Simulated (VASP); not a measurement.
Here is a VASP 6.6.1 calculation.

File POSCAR:

```
SnO
1.0
    3.2607495069      0.0000000000      0.0000000000
    0.0000000000      3.2607495069      0.0000000000
    0.0000000000      0.0000000000      3.1034067830
Sn O
1 1
Direct
    0.0000000000      0.0000000000      0.0000000000
    0.5000000000      0.5000000000      0.5000000000
```

INCAR.step1

```
SYSTEM = SnO
PREC = Accurate ; ENCUT = 520
ISMEAR = -1 ; SIGMA = 0.02
LREAL = .False. ; LASPH = .True.
NELM = 80 ; NBANDS = 17
GGA = PE ; ALGO = Normal
EDIFF = 1E-4 ; LWAVE = .True.
LCHARG = .False.
```

File INCAR.step2:

```
SYSTEM = SnO
PREC = Accurate ; ENCUT = 520
EDIFF = 1E-6 ; ISMEAR = -1
SIGMA = 0.02 ; LREAL = .False.
LASPH = .True. ; NELM = 80
ALGO = Normal ; ISIF = 2
LWAVE = .False. ; LCHARG = .False.
METAGGA = R2SCAN ; LMIXTAU = .True.
NBANDS = 17 ; ISTART = 1
```

Contents of KPOINTS:

```
regular mesh
0
Gamma
  8 8 8
  0 0 0
```

Potentials or basis: VASP PAW PBE potentials, release 64 (Sn_d, O).

Run with:

```bash
$ cat potpaw_PBE.64/Sn_d/POTCAR potpaw_PBE.64/O/POTCAR > POTCAR
$ cp INCAR.step1 INCAR
$ mpirun -np 1 vasp_std > vasp.out
$ cp INCAR.step2 INCAR
$ mpirun -np 1 vasp_std > vasp.out
```

Q: Predict the band gap on the k mesh.

A: Zero (band 10 reaches 6.97 eV, above the bottom of band 11 at 6.72 eV).

Q: Estimate the pressure.

A: -8.8 GPa.

Stress tensor (GPa, compression positive):
```
-10.67   0.00   0.00
  0.00 -10.67   0.00
  0.00   0.00  -4.98
```

Caveat: the cell differs from its parent crystal (biaxial xy strain +5.1%); the PAW data sets were made with another functional, which shifts forces and pressure a little; spin-orbit coupling is left out, which moves the levels of the heavy elements.
